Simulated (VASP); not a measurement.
# Ti2B (Cmmm) in VASP: single point with PBE

Aim: the single point of Ti2B with PBE.

Program: VASP 6.6.1. These are calculated values, not measurements. Logs are shortened: lines on timing, memory, paths and dates and some standing lists are left out, and cuts for length are marked.

## (1) The cell of the first run

It takes space group Cmmm (No. 65, orthorhombic). Conventional cell: a = 5.938 Å, b = 6.917 Å, c = 4.237 Å, α = 90.00°, β = 90.00°, γ = 90.00°. Ti (site symmetry 2/m) has 6 B at 2.28 to 3.11 Å and 6 Ti at 2.63 to 2.97 Å within 3.2 Å. Ti (site symmetry m2m) has 3 B at 2.22 to 2.45 Å and 5 Ti at 2.47 to 2.63 Å within 2.9 Å. Within 2.9 Å of B (site symmetry mmm) lie 2 Ti at 2.22 Å. Within 3.0 Å of B (site symmetry mmm) lie 8 Ti at 2.28 to 2.45 Å.

## (2) Single point, PBE

POSCAR

```
Ti2B
1.0
    2.9691641545     -3.4583537762      0.0000000000
    2.9691641545      3.4583537762      0.0000000000
    0.0000000000      0.0000000000      4.2366384638
Ti B
4 2
Direct
    0.0000000000      0.5000000000      0.0000000000
    0.5000000000      0.0000000000      0.0000000000
    0.6783952484      0.3216047516      0.5000000000
    0.3216047516      0.6783952484      0.5000000000
    0.0000000000      0.0000000000      0.5000000000
    0.5000000000      0.5000000000      0.0000000000
```

INCAR.step1

```
ALGO = Fast
EDIFF = 1E-7
ENCUT = 520
GGA = PE
ISIF = 2
ISMEAR = 0
LASPH = True
LCHARG = True
LMAXMIX = 4
LREAL = False
LWAVE = False
NBANDS = 36
NELM = 80
PREC = Accurate
SIGMA = 0.1
```

KPOINTS.step1

```
k-points
0
Gamma
  8 8 10
```

INCAR.step2

```
ALGO = Fast
EDIFF = 1E-7
ENCUT = 520
GGA = PE
ICHARG = 11
ISIF = 2
ISMEAR = -5
LASPH = True
LCHARG = False
LMAXMIX = 4
LORBIT = 10
LREAL = False
LWAVE = False
NBANDS = 36
NEDOS = 1001
NELM = 80
PREC = Accurate
SIGMA = 0.1
```

KPOINTS.step2

```
k-points
0
Gamma
  12 12 15
```

Potentials or basis: VASP PAW PBE potentials, release 64 (Ti_sv, B).

Run with:

```console
$ cat potpaw_PBE.64/Ti_sv/POTCAR potpaw_PBE.64/B/POTCAR > POTCAR
$ cp INCAR.step1 INCAR
$ cp KPOINTS.step1 KPOINTS
$ mpirun -np 1 vasp_std > vasp.out
$ cp INCAR.step2 INCAR
$ cp KPOINTS.step2 KPOINTS
$ mpirun -np 1 vasp_std > vasp.out
```

OUTCAR:

```text
EDIFF = 1E-7
   ENCUT = 520
   GGA = PE
   ICHARG = 11
   ISIF = 2
   ISMEAR = -5
   LASPH = True
   LORBIT = 10
   LREAL = False
   NELM = 80
   PREC = Accurate

 ion  position               nearest neighbor table
   1  0.000  0.500  0.000-   6 2.28   6 2.28   3 2.63   3 2.63   4 2.63   4 2.63
   2  0.500  0.000  0.000-   6 2.28   6 2.28   3 2.63   3 2.63   4 2.63   4 2.63
   3  0.678  0.322  0.500-   5 2.22   6 2.45   6 2.45   4 2.47   1 2.63   1 2.63   2 2.63   2 2.63

   4  0.322  0.678  0.500-   5 2.22   6 2.45   6 2.45   3 2.47   1 2.63   1 2.63   2 2.63   2 2.63

   5  0.000  0.000  0.500-   3 2.22   4 2.22
   6  0.500  0.500  0.000-   1 2.28   2 2.28   2 2.28   1 2.28   3 2.45   4 2.45   3 2.45   4 2.45

  LATTYP: Found a base centered orthorhombic cell.
 ALAT       =     5.9383283090
 B/A-ratio  =     1.1647566777
 C/A-ratio  =     0.7134395815

  Lattice vectors:

 A1 = (   2.9691641545,  -3.4583537762,   0.0000000000)
 A2 = (   2.9691641545,   3.4583537762,   0.0000000000)
 A3 = (   0.0000000000,   0.0000000000,   4.2366384638)

Analysis of symmetry for initial positions (statically):
=====================================================================
 Subroutine PRICEL returns:
 Original cell was already a primitive cell.

 Routine SETGRP: Setting up the symmetry group for a
 base centered orthorhombic supercell.

 Subroutine GETGRP returns: Found  8 space group operations
 (whereof  8 operations were pure point group operations)
 out of a pool of  8 trial point group operations.

The static configuration has the point symmetry D_2h.

Analysis of symmetry for dynamics (positions and initial velocities):
=====================================================================
 Subroutine PRICEL returns:
 Original cell was already a primitive cell.

 Routine SETGRP: Setting up the symmetry group for a
 base centered orthorhombic supercell.

 Subroutine GETGRP returns: Found  8 space group operations
 (whereof  8 operations were pure point group operations)
 out of a pool of  8 trial point group operations.

The dynamic configuration has the point symmetry D_2h.

 Subroutine INISYM returns: Found  8 space group operations
 (whereof  8 operations are pure point group operations),
 and found     1 'primitive' translations

----------------------------------------------------------------------------------------

                                     Primitive cell

  volume of cell :      87.0072

  direct lattice vectors                    reciprocal lattice vectors
     2.969164155 -3.458353776  0.000000000     0.168397560 -0.144577459  0.000000000
     2.969164155  3.458353776  0.000000000     0.168397560  0.144577459  0.000000000
     0.000000000  0.000000000  4.236638464     0.000000000  0.000000000  0.236036190

  length of vectors
     4.558085850  4.558085850  4.236638464     0.221946795  0.221946795  0.236036190

  position of ions in fractional coordinates (direct lattice)
     1.000000000  0.500000000  0.000000000
     0.500000000  1.000000000  0.000000000
     0.678395248  0.321604752  0.500000000
     0.321604752  0.678395248  0.500000000
     0.000000000  0.000000000  0.500000000
     0.500000000  0.500000000  0.000000000

  ion indices of the primitive-cell ions
   primitive index   ion index
                 1           1
                 2           2
                 3           3
                 4           4
                 5           5
                 6           6

----------------------------------------------------------------------------------------

 KPOINTS: k-points

Automatic generation of k-mesh.
 Grid dimensions read from file:
 generate k-points for:   12   12   15

 Generating k-lattice:

  Cartesian coordinates                     Fractional coordinates (reciprocal lattice)
     0.014033130 -0.012048122  0.000000000     0.083333333  0.000000000  0.000000000
     0.014033130  0.012048122  0.000000000     0.000000000  0.083333333  0.000000000
     0.000000000  0.000000000  0.015735746     0.000000000  0.000000000  0.066666667

  Length of vectors
     0.018495566  0.018495566  0.015735746

  Shift w.r.t. Gamma in fractional coordinates (k-lattice)
     0.000000000  0.000000000  0.000000000

 TETIRR: Found   3246 inequivalent tetrahedra from    12960

 Subroutine IBZKPT returns following result:
 ===========================================

 Found    344 irreducible k-points:

 Following reciprocal coordinates:
            Coordinates               Weight
  0.000000  0.000000  0.000000      1.000000
  0.083333  0.000000  0.000000      4.000000
  0.166667  0.000000  0.000000      4.000000
  0.250000  0.000000  0.000000      4.000000
  0.333333  0.000000  0.000000      4.000000
  0.416667  0.000000  0.000000      4.000000
[... 16 lines left out ...]
  0.500000  0.166667  0.000000      4.000000
 -0.416667  0.166667  0.000000      4.000000
 [... further k-points ...]
   k-points           NKPTS =    344   k-points in BZ     NKDIM =    344   number of bands    NBANDS=     36
   number of dos      NEDOS =   1001   number of ions     NIONS =      6
   total plane-waves  NPLWV =  41472
   dimension x,y,z NGX =    36 NGY =   36 NGZ =   32
   dimension x,y,z NGXF=    72 NGYF=   72 NGZF=   64
   ions per type =               4   2
   NGX,Y,Z   is equivalent  to a cutoff of  13.13, 13.13, 12.56 a.u.
   NGXF,Y,Z  is equivalent  to a cutoff of  26.26, 26.26, 25.11 a.u.
 SYSTEM =  unknown system
   PREC   = accura    normal or accurate (medium, high low for compatibility)
   ISTART =      0    job   : 0-new  1-cont  2-samecut
   ICHARG =     11    charge: 1-file 2-atom 10-const
   ISPIN  =      1    spin polarized calculation?
   LNONCOLLINEAR =      F non collinear calculations
   LSORBIT =      F    spin-orbit coupling
   LASPH  =      T    aspherical Exc in radial PAW
   ENCUT  =  520.0 eV  38.22 Ry    6.18 a.u.   8.48  8.48  7.88*2*pi/ulx,y,z
   NELM   =     80;   NELMIN=  2; NELMDL=  0     # of ELM steps
   EDIFF  = 0.1E-06   stopping-criterion for ELM
   LREAL  =      F    real-space projection
   EDIFFG = 0.1E-05   stopping-criterion for IOM
   NSW    =      0    number of steps for IOM
   IBRION =     -1    ionic relax: 0-MD 1-quasi-New 2-CG
   NFREE  =      0    steps in history (QN), initial steepest desc. (CG)
   ISIF   =      2    stress and relaxation
   ISYM   =      2    0-nonsym 1-usesym 2-fastsym
   POTIM  = 0.5000    time-step for ionic-motion
   TEBEG  =    0.0;   TEEND  =   0.0 temperature during run
   PSTRESS=    0.0 pullay stress
   NELECT =      54.0000    total number of electrons
   NUPDOWN=      -1.0000    fix difference up-down
   EMIN   =  10.00;   EMAX   =-10.00  energy-range for DOS
   EFERMI =   0.00;   METHOD = LEGACY
   ISMEAR =    -5;   SIGMA  =   0.10  broadening in eV -4-tet -1-fermi 0-gaus
   EFERMI_NEDOS =   21; number of points for ismear=-14 and -15
   IALGO  =     68    algorithm
   IMIX   =      4    mixing-type and parameters
     AMIX     =   0.40;   BMIX     =  1.00
     AMIX_MAG =   1.60;   BMIX_MAG =  1.00
  volume/ion in A,a.u.               =      14.50        97.86
  Fermi-wavevector in a.u.,A,eV,Ry     =   1.396436  2.638882 26.531821  1.950034
  Thomas-Fermi vector in A             =   2.519790
   LORBIT       =     10    0 simple, 1 ext, 2 COOP (PROOUT), +10 PAW based schemes
   GGA     = PE    functional components
   LHFCALC =     F    Hartree Fock is set to
   AEXX    =    0.0000 exact exchange contribution
   IVDW    =     0    specifies the selected vdW correction
   LEPSILON=     F    determine dielectric tensor
   LRPA    =     F    only Hartree local field effects (RPA)
 non-spin polarized calculation
 RMM-DIIS sequential band-by-band and
 Fermi weights with tetrahedron method with Bloechl corrections
  energy-cutoff  :      520.00
  volume of cell :       87.01
 maximum number of plane-waves:      2366
 NGX is ok and might be reduce to    36

 number of electron      53.9999975 magnetization

 Free energy of the ion-electron system (eV)
  ---------------------------------------------------
  ext. energy  EPLUGINS =         0.00000000
  ---------------------------------------------------
  free energy    TOTEN  =       -42.48185949 eV

  energy without entropy =      -42.48185949  energy(sigma->0) =      -42.48185949

 E-fermi :   7.2409     XC(G=0): -11.3041

 val. band max:        7.2854473072   @ k =   0.5000   0.5000   0.0667
 cond. band min:       7.2200045497   @ k =   0.5000   0.0000   0.2000
 fundamental gap:     -0.0654427575
 Fermi energy:         7.2408799720

 k-point     1 :       0.0000    0.0000    0.0000
  band No.  band energies     occupation
      1     -49.3258      2.00000
      2     -49.2317      2.00000
      3     -49.0031      2.00000
      4     -48.9214      2.00000
      5     -25.9741      2.00000
      6     -25.7170      2.00000
[... 28 lines left out ...]
     35       9.6683      0.00000
     36      10.1372      0.00000

 k-point     2 :       0.0833    0.0000    0.0000
  band No.  band energies     occupation
      1     -49.3241      2.00000
      2     -49.2332      2.00000
      3     -49.0044      2.00000
      4     -48.9203      2.00000
      5     -25.9689      2.00000
      6     -25.7174      2.00000
[... 28 lines left out ...]
     35       9.7244      0.00000
     36      10.0935      0.00000

 k-point     3 :       0.1667    0.0000    0.0000
  band No.  band energies     occupation
      1     -49.3194      2.00000
      2     -49.2375      2.00000
      3     -49.0077      2.00000
      4     -48.9174      2.00000
      5     -25.9535      2.00000
      6     -25.7189      2.00000
[... 28 lines left out ...]
     35       9.8367      0.00000
     36      10.1863      0.00000
[... 742 lines left out ...]
 k-point    23 :       0.5000    0.1667    0.0000
  band No.  band energies     occupation
      1     -49.2931      2.00000
      2     -49.2590      2.00000
      3     -49.0254      2.00000
      4     -48.9046      2.00000
      5     -25.8722      2.00000
      6     -25.7596      2.00000
[... 28 lines left out ...]
     35       9.8800      0.00000
     36      10.1686      0.00000

 k-point    24 :      -0.4167    0.1667    0.0000
  band No.  band energies     occupation
      1     -49.3027      2.00000
      2     -49.2485      2.00000
      3     -49.0255      2.00000
      4     -48.9053      2.00000
      5     -25.9065      2.00000
      6     -25.7658      2.00000
[... 28 lines left out ...]
     35       9.8852      0.00000
     36      10.2443      0.00000

 [... further k-points ...]
[... 5 lines left out ...]
  --------------------------------------------------------------------------------------
  -------------------------------------------------------------------------------------
  Total       -0.2818977     -0.2536096     -0.0205658      0.0000000      0.0000000      0.0000000
  in kB       -5.1909529     -4.6700467     -0.3787056      0.0000000      0.0000000      0.0000000
  external PRESSURE =      -3.4132351 kB  Pullay stress =       0.0000000 kB

 VOLUME and BASIS-vectors are now :
 -----------------------------------------------------------------------------
  energy-cutoff  :      520.00
  volume of cell :       87.01
      direct lattice vectors                 reciprocal lattice vectors
     2.969164155 -3.458353776  0.000000000     0.168397560 -0.144577459  0.000000000
     2.969164155  3.458353776  0.000000000     0.168397560  0.144577459  0.000000000
     0.000000000  0.000000000  4.236638464     0.000000000  0.000000000  0.236036190

 POSITION                                       TOTAL-FORCE (eV/Angst)
 -----------------------------------------------------------------------------------
      1.48458      1.72918      0.00000         0.000000      0.000000      0.000000
      1.48458     -1.72918      0.00000        -0.000000      0.000000      0.000000
      2.96916     -1.23391      2.11832         0.000000     -0.036733      0.000000
      2.96916      1.23391      2.11832         0.000000      0.036733     -0.000000
      0.00000      0.00000      2.11832         0.000000      0.000000      0.000000
      2.96916      0.00000      0.00000         0.000000      0.000000      0.000000
 -----------------------------------------------------------------------------------
    total drift:                               -0.000000     -0.000000     -0.000000

  FREE ENERGIE OF THE ION-ELECTRON SYSTEM (eV)
  ---------------------------------------------------
  free  energy   TOTEN  =       -42.4818594875 eV

  energy  without entropy=      -42.4818594875  energy(sigma->0) =      -42.48185949

 total charge

# of ion       s       p       d       tot
------------------------------------------
    1        2.229   6.115   1.997  10.341
    2        2.229   6.115   1.997  10.341
    3        2.247   6.146   2.062  10.455
    4        2.247   6.146   2.062  10.455
    5        0.697   0.850   0.000   1.548
    6        0.729   1.122   0.000   1.852
--------------------------------------------------
tot         10.380  26.495   8.118  44.993
```

Run time: 78 min. Hardware: 1 thread of Oxide Virtual Turin-like, shared host; peak memory 0.77 GiB.

What came out:

* Valence electrons inside the program's atomic spheres: Ti 10.34, 10.46 (each value once); B 1.55, 1.85
